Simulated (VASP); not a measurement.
## Co: single point with revPBE

The system is Co.

```
Co
1.0
     2.48929    0.00000    0.00000
     0.00000    2.48929    0.00000
     0.00000    0.00000    3.51848
Co
2
Cartesian
  0.0000 0.0000 0.0000
  1.2446 1.2446 1.7592
```

This isn't the form of Co at room conditions, which is hcp.

```
Program             : VASP 6.6.1
Task                : single point
Functional          : revPBE
Potentials or basis : VASP PAW PBE potentials, release 64 (Co)
Cutoff              : 520 eV
k mesh              : 14 × 14 × 10
Occupations         : fermi-dirac, width 0.05 eV
Spin                : collinear spin, ferromagnetic start
Starting moments    : [-1.699, -1.699] μB
```

- Pressure: 3.9 GPa
- Net moment: -3.31 μB per cell
- Site moments: Co -1.68 μB
- Valence electrons inside the program's atomic spheres: Co 8.26

Stress tensor (GPa, compression positive):
```
3.95 0.00 0.00
0.00 3.95 0.00
0.00 0.00 3.77
```

Levels at points of the mesh, in eV from the Fermi level:
Spin up:
| k point | band 4 | band 5 | band 6 | band 7 | band 8 | band 9 | band 10 | band 11 | band 12 | band 13 |
| --- | --- | --- | --- | --- | --- | --- | --- | --- | --- | --- |
| (0.00, 0.00, 0.00) | -1.15 | -1.15 | -1.14 | 0.31 | 0.32 | 1.18 | 1.28 | 1.28 | 2.49 | 10.42 |
| (0.50, 0.00, 0.00) | -2.09 | -1.69 | -1.69 | -0.27 | -0.27 | 0.14 | 0.14 | 2.47 | 2.47 | 12.25 |
| (0.50, 0.50, 0.00) | -3.39 | 1.19 | 1.19 | 1.28 | 1.28 | 1.29 | 1.29 | 2.47 | 2.47 | 10.41 |
| (0.00, 0.00, 0.50) | -2.33 | -0.60 | -0.60 | -0.14 | -0.14 | -0.14 | -0.14 | 0.74 | 0.74 | 19.67 |
| (0.50, 0.00, 0.50) | -1.15 | -1.14 | -1.14 | -0.38 | -0.38 | 1.12 | 1.12 | 1.12 | 1.12 | 7.08 |
| (0.50, 0.50, 0.50) | -2.14 | -2.14 | -2.14 | 0.17 | 0.17 | 1.29 | 1.29 | 8.40 | 8.40 | 8.40 |
Spin down:
| k point | band 9 | band 10 | band 11 | band 12 | band 13 | band 14 |
| --- | --- | --- | --- | --- | --- | --- |
| (0.00, 0.00, 0.00) | -0.96 | -0.58 | -0.58 | 2.52 | 9.51 | 14.85 |
| (0.50, 0.00, 0.00) | -1.60 | -1.60 | 0.96 | 0.96 | 11.75 | 11.75 |
| (0.50, 0.50, 0.00) | -0.58 | -0.58 | 2.50 | 2.50 | 9.49 | 9.49 |
| (0.00, 0.00, 0.50) | -1.83 | -1.83 | -1.36 | -1.36 | 19.38 | 19.38 |
| (0.50, 0.00, 0.50) | -0.84 | -0.84 | -0.30 | -0.30 | 6.07 | 6.07 |
| (0.50, 0.50, 0.50) | -0.58 | -0.58 | 7.92 | 7.92 | 7.92 | 7.92 |

Run time: 5.1 min on 1 thread of Intel Xeon 8259CL, with other jobs on the host, peak memory 0.25 GiB.

Caveat: the cell stands under pressure; the PAW data sets were made with another functional, which shifts forces and pressure a little.
